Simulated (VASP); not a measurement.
Wanted: the native input for a VASP 6.6.1 run.

```
Task                   : relaxation of cell and atoms
Functional             : LDA
Potentials or basis    : VASP PAW LDA potentials, release 64 (Pt)
Cutoff                 : 600 eV
k mesh                 : 17 × 17 × 9
Occupations            : fermi-dirac, width 0.05 eV
Spin                   : no spin polarisation
Dipole correction      : no
Further INCAR settings : ALGO = Normal; EDIFF = 1e-06; IBRION = 2; EDIFFG = -0.005; NSW = 45; ISIF = 3
```

The structure of Pt lies in POSCAR:

```
Pt
1.0
    2.7107039064      0.0000000000      0.0000000000
   -1.3553519532      2.3475384451      0.0000000000
    0.0000000000      0.0000000000      4.6678312548
Pt
2
Direct
    0.3333333333      0.6666666667      0.2500000000
    0.6666666667      0.3333333333      0.7500000000
```

One way to write it, as run:

INCAR

```
PREC = Accurate ; ENCUT = 600
EDIFF = 1E-6 ; ISMEAR = -1
SIGMA = 0.05 ; LREAL = F
LASPH = T ; NELM = 100
ALGO = Normal ; ISIF = 3
LWAVE = F ; LCHARG = F
IBRION = 2 ; NSW = 45
EDIFFG = -0.005
```

KPOINTS

```
Automatic mesh
0
Gamma
  17 17 9
```

Potentials or basis: VASP PAW LDA potentials, release 64 (Pt).

Launch:

```console
$ cat potpaw_LDA.64/Pt/POTCAR > POTCAR
$ mpirun -np 1 vasp_std > vasp.out
```

Results of the run:

| Item | Value |
| --- | --- |
| Relaxed volume | 14.89 Å³/atom |
| Relaxed cell | a = 2.714 Å, b = 2.714 Å, c = 4.668 Å, α = 90.00°, β = 90.00°, γ = 120.00° |
| Space group after relaxing (to 0.05 Å) | P6_3/mmc (No. 194) |
| Energy gained by relaxing | 0.1 meV/atom |
| Ionic steps | 7 |
| Pressure after relaxing | 0.0 GPa |
| Band gap on the k mesh | zero (band 10 reaches 11.84 eV, above the bottom of band 11 at 10.53 eV) |

Caveat: spin-orbit coupling is left out, which moves the levels of the heavy elements.

Wall time 70 s on 1 thread of Intel(R) Xeon(R) 6975P-C (Granite Rapids) (shared host), peak memory 0.2 GiB.
